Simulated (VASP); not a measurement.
# AlCd2: relaxation of cell and atoms with PBE

The system is AlCd2.

```
Al Cd
1.0
     0.00000    3.98535    3.98535
     3.98535    0.00000    3.98535
     3.98535    3.98535    0.00000
Al Cd
2 4
Direct
  0.00000 0.00000 0.00000
  0.25000 0.25000 0.25000
  0.62500 0.62500 0.62500
  0.12500 0.62500 0.62500
  0.62500 0.62500 0.12500
  0.62500 0.12500 0.62500
```

* Program: VASP 6.6.1
* Task: relaxation of cell and atoms
* Functional: PBE
* Potentials or basis: VASP PAW PBE potentials, release 64 (Al, Cd)
* Cutoff: 600 eV
* k mesh: 4 × 4 × 4
* Occupations: gaussian, width 0.1 eV
* Spin: no spin polarisation
* Dipole correction: no
* Further INCAR settings: ALGO = Fast; EDIFF = 1e-07; IBRION = 2; EDIFFG = -0.04; NSW = 90; ISIF = 3

```json
{"Relaxed volume": "23.48 Å³/atom", "Relaxed cell": "a = 5.841 Å, b = 5.841 Å, c = 5.841 Å, α = 60.00°, β = 60.00°, γ = 60.00°", "Space group after relaxing (to 0.1 Å)": "Fd-3m (No. 227)", "Energy gained by relaxing": "33.4 meV/atom", "Ionic steps": "3", "Pressure after relaxing": "0.0 GPa", "Band gap on the k mesh": "zero (bands 27 and 28 overlap by 3.71 eV)"}
```

Step by step:
| step | energy change (eV) | largest force (eV/Å) | pressure (GPa) | volume (Å³) |
| --- | --- | --- | --- | --- |
| 1 | 0.0000 | 0.0000 | 4.83 | 126.60 |
| 2 | -0.1963 | 0.0000 | 0.62 | 138.61 |
| 3 | -0.2004 | 0.0000 | -0.04 | 140.88 |

Final structure:
```
Al Cd
1.0
     0.00000    4.12988    4.12988
     4.12988    0.00000    4.12988
     4.12988    4.12988    0.00000
Al Cd
2 4
Direct
  0.00000 0.00000 0.00000
  0.25000 0.25000 0.25000
  0.62500 0.62500 0.62500
  0.12500 0.62500 0.62500
  0.62500 0.62500 0.12500
  0.62500 0.12500 0.62500
```

Levels at points of the mesh, in eV from the Fermi level:
```
           k point  band 23  band 24  band 25  band 26  band 27  band 28  band 29  band 30  band 31  band 32
(0.00, 0.00, 0.00)    -1.67    -1.33    -1.33    -1.33    -0.73    -0.30    -0.30    -0.30     1.23     1.23
(0.50, 0.00, 0.00)    -2.66    -2.31    -1.52    -1.52    -1.22    -1.22     1.66     2.65     3.08     3.08
(0.50, 0.50, 0.00)    -3.86    -3.86    -3.15    -3.15     2.49     2.49     3.24     3.24     3.51     3.51
```

Wall time 2.2 min on 1 thread of AMD EPYC 9R45 96-Core Processor (Zen 5) (shared host), peak memory 0.31 GiB.
